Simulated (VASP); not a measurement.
# CO2 (P4_2/mnm) in VASP: relaxation of cell and atoms with PBEsol

Aim: the relaxation of cell and atoms of CO2 with PBEsol.

Program: VASP 6.6.1. These are calculated values, not measurements. Logs are shortened: lines on timing, memory, paths and dates and some standing lists are left out, and cuts for length are marked.

## 1. The cell of the first run

The structure is tetragonal, space group P4_2/mnm (No. 136). The conventional cell has a = 4.595 Å, b = 4.595 Å, c = 4.785 Å, α = 90.00°, β = 90.00°, γ = 90.00°. C (site symmetry mmm) has 2 O at 1.17 Å within 1.6 Å. Within 1.6 Å of O (site symmetry m2m) lie 1 C at 1.17 Å.

## 2. Relaxation of cell and atoms, PBEsol

Input file INCAR:

```
SYSTEM = CO2
PREC = Accurate
ENCUT = 600
EDIFF = 1E-6
ISMEAR = 0
SIGMA = 0.02
LREAL = .False.
LASPH = .True.
NELM = 80
ALGO = Normal
ISIF = 3
LWAVE = .False.
LCHARG = .False.
GGA = PS
IBRION = 2
NSW = 100
EDIFFG = -0.005
```

Input file KPOINTS:

```
regular mesh
0
Gamma
  6 6 6
  0 0 0
```

Input file POSCAR:

```
CO2
1.0
    4.5946341885      0.0000000000      0.0000000000
    0.0000000000      4.5946341885      0.0000000000
    0.0000000000      0.0000000000      4.7848069164
C O
2 4
Direct
    0.5000000000      0.5000000000      0.5000000000
    0.0000000000      0.0000000000      0.0000000000
    0.3203915717      0.6796084283      0.5000000000
    0.6796084283      0.3203915717      0.5000000000
    0.1796084283      0.1796084283      0.0000000000
    0.8203915717      0.8203915717      0.0000000000
```

Potentials or basis: VASP PAW PBE potentials, release 64 (C, O).

Started as:

```sh
$ cat potpaw_PBE.64/C/POTCAR potpaw_PBE.64/O/POTCAR > POTCAR
$ mpirun -np 1 vasp_std > vasp.out
```

OUTCAR:

```text
SYSTEM = CO2
   PREC = Accurate
   ENCUT = 600
   EDIFF = 1E-6
   ISMEAR = 0
   LREAL = .False.
   LASPH = .True.
   NELM = 80
   ISIF = 3
   GGA = PS
   IBRION = 2
   NSW = 100
   EDIFFG = -0.005

 ion  position               nearest neighbor table
   1  0.500  0.500  0.500-   3 1.17   4 1.17
   2  0.000  0.000  0.000-   5 1.17   6 1.17
   3  0.320  0.680  0.500-   1 1.17
   4  0.680  0.320  0.500-   1 1.17
   5  0.180  0.180  0.000-   2 1.17
   6  0.820  0.820  0.000-   2 1.17

  LATTYP: Found a simple tetragonal cell.
 ALAT       =     4.5946341885
 C/A-ratio  =     1.0413901782

  Lattice vectors:

 A1 = (   4.5946341885,   0.0000000000,   0.0000000000)
 A2 = (   0.0000000000,   4.5946341885,   0.0000000000)
 A3 = (   0.0000000000,   0.0000000000,   4.7848069164)

Analysis of symmetry for initial positions (statically):
=====================================================================
 Subroutine PRICEL returns:
 Original cell was already a primitive cell.

 Routine SETGRP: Setting up the symmetry group for a
 simple tetragonal supercell.

 Subroutine GETGRP returns: Found 16 space group operations
 (whereof  8 operations were pure point group operations)
 out of a pool of 16 trial point group operations.

The static configuration has the point symmetry D_2h.
 The point group associated with its full space group is D_4h.

Analysis of symmetry for dynamics (positions and initial velocities):
=====================================================================
 Subroutine PRICEL returns:
 Original cell was already a primitive cell.

 Routine SETGRP: Setting up the symmetry group for a
 simple tetragonal supercell.

 Subroutine GETGRP returns: Found 16 space group operations
 (whereof  8 operations were pure point group operations)
 out of a pool of 16 trial point group operations.

The dynamic configuration has the point symmetry D_2h.
 The point group associated with its full space group is D_4h.

 Subroutine INISYM returns: Found 16 space group operations
 (whereof  8 operations are pure point group operations),
 and found     1 'primitive' translations

----------------------------------------------------------------------------------------

[... 119 lines left out ...]
     AMIX     =   0.40;   BMIX     =  1.00
     AMIX_MAG =   1.60;   BMIX_MAG =  1.00
  volume/ion in A,a.u.               =      16.84       113.61
  Fermi-wavevector in a.u.,A,eV,Ry     =   1.116013  2.108959 16.945863  1.245486
  Thomas-Fermi vector in A             =   2.252623
   LORBIT       =      0    0 simple, 1 ext, 2 COOP (PROOUT), +10 PAW based schemes
   GGA     = PS    functional components
   LHFCALC =     F    Hartree Fock is set to
   AEXX    =    0.0000 exact exchange contribution
   IVDW    =     0    specifies the selected vdW correction
   LEPSILON=     F    determine dielectric tensor
   LRPA    =     F    only Hartree local field effects (RPA)
 conjugate gradient relaxation of ions
 non-spin polarized calculation
 Gauss-broadening in eV      SIGMA  =   0.02
  energy-cutoff  :      600.00
  volume of cell :      101.01
 maximum number of plane-waves:      3392
 NGX is ok and might be reduce to    40
   NGX = 19   NGY = 19   NGZ = 19

--------------------------------------- Ionic step        1  -------------------------------------------

 number of electron      32.0000004 magnetization

 Free energy of the ion-electron system (eV)
  ---------------------------------------------------
  ext. energy  EPLUGINS =         0.00000000
  ---------------------------------------------------
  free energy    TOTEN  =       -47.65668690 eV

  energy without entropy =      -47.65668690  energy(sigma->0) =      -47.65668690

------------------------ aborting loop because EDIFF is reached ----------------------------------------

  FORCE on cell =-STRESS in cart. coord.  units (eV):
  Direction    XX          YY          ZZ          XY          YZ          ZX
  --------------------------------------------------------------------------------------
  -------------------------------------------------------------------------------------
  Total        1.3589738      1.3589738     -0.2598681     -0.0000000      0.0000000      0.0000000
  in kB       21.5553640     21.5553640     -4.1218979     -0.0000000      0.0000000      0.0000000
  external PRESSURE =      12.9962767 kB  Pullay stress =       0.0000000 kB
[... 101 lines left out ...]
  FREE ENERGIE OF THE ION-ELECTRON SYSTEM (eV)
  ---------------------------------------------------
  free  energy   TOTEN  =       -47.6646654743 eV

  energy  without entropy=      -47.6646654743  energy(sigma->0) =      -47.66466547

[... ionic steps 4 to 11 ...]

--------------------------------------- Ionic step       12  -------------------------------------------

 number of electron      31.9999994 magnetization

------------------------ aborting loop because EDIFF is reached ----------------------------------------
[... 75 lines left out ...]
--------------------------------------- Ionic step       14  -------------------------------------------

 number of electron      31.9999994 magnetization

 Free energy of the ion-electron system (eV)
  ---------------------------------------------------
  ext. energy  EPLUGINS =         0.00000000
  ---------------------------------------------------
  free energy    TOTEN  =       -47.67944374 eV

  energy without entropy =      -47.67944374  energy(sigma->0) =      -47.67944374

 E-fermi :  -3.5724     XC(G=0):  -7.8336

 val. band max:       -3.7385095718   @ k =   0.5000   0.5000   0.5000
 cond. band min:       2.7930181538   @ k =   0.0000   0.0000   0.0000
 fundamental gap:      6.5315277257
 Fermi energy:        -3.5724072270

 k-point     1 :       0.0000    0.0000    0.0000
  band No.  band energies     occupation
      1     -24.2607      2.00000
      2     -24.0082      2.00000
      3     -23.1019      2.00000
      4     -23.1019      2.00000
      5      -9.0886      2.00000
      6      -8.7519      2.00000
[... 541 lines left out ...]
     19       4.6834      0.00000
     20       4.6834      0.00000

 [... further k-points ...]

------------------------ aborting loop because EDIFF is reached ----------------------------------------

  FORCE on cell =-STRESS in cart. coord.  units (eV):
  Direction    XX          YY          ZZ          XY          YZ          ZX
  --------------------------------------------------------------------------------------
  -------------------------------------------------------------------------------------
  Total       -0.0167261     -0.0167261      0.0162612      0.0000000      0.0000000      0.0000000
  in kB       -0.2947276     -0.2947276      0.2865352      0.0000000      0.0000000      0.0000000
  external PRESSURE =      -0.1009734 kB  Pullay stress =       0.0000000 kB
[... 21 lines left out ...]
  FREE ENERGIE OF THE ION-ELECTRON SYSTEM (eV)
  ---------------------------------------------------
  free  energy   TOTEN  =       -47.6794437437 eV

  energy  without entropy=      -47.6794437437  energy(sigma->0) =      -47.67944374

 reached required accuracy - stopping structural energy minimisation
```

CONTCAR:

```text
CO2
   1.00000000000000
     4.4671171666311489    0.0000000000000000    0.0000000000000000
     0.0000000000000000    4.4671171666311489    0.0000000000000000
     0.0000000000000000    0.0000000000000000    4.5564856270682368
  C               O
     2     4
Direct
     0.5000000000000000    0.5000000000000000    0.5000000000000000
     0.0000000000000000    0.0000000000000000    0.0000000000000000
     0.3143391310829831    0.6856608689170169    0.5000000000000000
     0.6856608689170169    0.3143391310829831    0.5000000000000000
     0.1856608689170170    0.1856608689170170    0.0000000000000000
     0.8143391310829831    0.8143391310829831    0.0000000000000000

  0.00000000E+00  0.00000000E+00  0.00000000E+00
  0.00000000E+00  0.00000000E+00  0.00000000E+00
  0.00000000E+00  0.00000000E+00  0.00000000E+00
  0.00000000E+00  0.00000000E+00  0.00000000E+00
  0.00000000E+00  0.00000000E+00  0.00000000E+00
  0.00000000E+00  0.00000000E+00  0.00000000E+00
```

Wall time 13 min (1 thread of Intel Xeon 8259CL, shared host); peak memory 0.28 GiB.

Results:

- Free energy: -47.6794 eV
- Relaxed volume: 15.15 Å³/atom
- Relaxed cell: a = 4.467 Å, b = 4.467 Å, c = 4.556 Å, α = 90.00°, β = 90.00°, γ = 90.00°
- Space group after relaxing (to 0.1 Å): P4_2/mnm (No. 136)
- Energy gained by relaxing: 3.8 meV/atom
- Ionic steps: 14
- Pressure after relaxing: 0.0 GPa
- Band gap on the k mesh: 6.53 eV (least direct gap 6.78 eV)

The path:
```tsv
step	energy change (eV)	largest force (eV/Å)	pressure (GPa)	volume (Å³)
1	0.0000	0.6775	1.30	101.01
2	0.2911	3.5806	-9.29	103.01
3	-0.0080	0.0069	-0.36	101.28
4	-0.0080	0.0203	-0.30	101.27
5	-0.0080	0.0325	-0.28	101.26
6	-0.0088	0.0332	-0.27	100.90
7	-0.0112	0.0349	-0.25	99.81
8	-0.0155	0.0427	-0.18	97.66
9	-0.0213	0.0730	0.04	93.45
10	-0.0157	0.1947	0.97	85.38
11	-0.0223	0.1463	0.36	91.16
12	-0.0228	0.0100	-0.06	90.91
13	-0.0228	0.0059	-0.03	90.92
14	-0.0228	0.0004	-0.01	90.93
```

Final structure:
```yaml
crystal:
  lattice:
    - [4.46712, 0.00000, 0.00000]
    - [0.00000, 4.46712, 0.00000]
    - [0.00000, 0.00000, 4.55649]
  atoms:
    - { symbol: C, position: [0.50000, 0.50000, 0.50000] }
    - { symbol: C, position: [0.00000, 0.00000, 0.00000] }
    - { symbol: O, position: [0.31434, 0.68566, 0.50000] }
    - { symbol: O, position: [0.68566, 0.31434, 0.50000] }
    - { symbol: O, position: [0.18566, 0.18566, 0.00000] }
    - { symbol: O, position: [0.81434, 0.81434, 0.00000] }
```

Caveat: this functional lacks dispersion, which holds the molecules together, so the pressure and a relaxed volume are unreliable; the PAW data sets were made with another functional, which shifts forces and pressure a little. A k mesh can miss the band edges.
